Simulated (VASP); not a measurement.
Set up this calculation in VASP 6.6.1, as the native input.

```yaml
Task: single point
Functional: PBEsol
Potentials_or_basis: VASP PAW PBE potentials, release 64 (Hf_pv)
Cutoff: 520 eV
k_mesh: 16 × 16 × 16
Occupations: fermi-dirac, width 0.08 eV
Spin: no spin polarisation
Dipole_correction: no
Further_INCAR_settings: ALGO = Normal; EDIFF = 1e-06; NBANDS = 11
```

The structure of Hf lies in POSCAR:

```
Hf
1.0
   -1.8230500000      1.8050000000      1.8050000000
    1.8050000000     -1.8230500000      1.8050000000
    1.8050000000      1.8050000000     -1.8230500000
Hf
1
Direct
    0.0000000000      0.0000000000      0.0000000000
```

This isn't the form of Hf at room conditions, which is hcp.

This cell differs from its parent crystal: equal xy, yz and zx shear strains of -1 %.

One way to write it, as run:

INCAR

```
SYSTEM = Hf
ALGO = Normal
EDIFF = 1E-6
ENCUT = 520
GGA = PS
ISIF = 2
ISMEAR = -1
LASPH = .True.
LCHARG = .False.
LREAL = .False.
LWAVE = .False.
NBANDS = 11
NELM = 100
PREC = Accurate
SIGMA = 0.08
```

KPOINTS

```
k-points
0
Gamma
  16 16 16
  0 0 0
```

Potentials or basis: VASP PAW PBE potentials, release 64 (Hf_pv).

Launch:

```console
$ cat potpaw_PBE.64/Hf_pv/POTCAR > POTCAR
$ mpirun -np 1 vasp_std > vasp.out
```

Results of the run:

```yaml
Pressure: -9.2 GPa
Band_gap_on_the_k_mesh: zero (bands 5 and 6 overlap by 2.13 eV)
```

Caveat: the cell differs from its parent crystal (equal xy, yz and zx shear strains of -1 %); the cell stands under tension; the PAW data sets were made with another functional, which shifts forces and pressure a little; spin-orbit coupling is left out, which moves the levels of the heavy elements.

Wall time 22 s on 1 thread of Intel(R) Xeon(R) 6975P-C (Granite Rapids), on a shared host, peak memory 0.22 GiB.
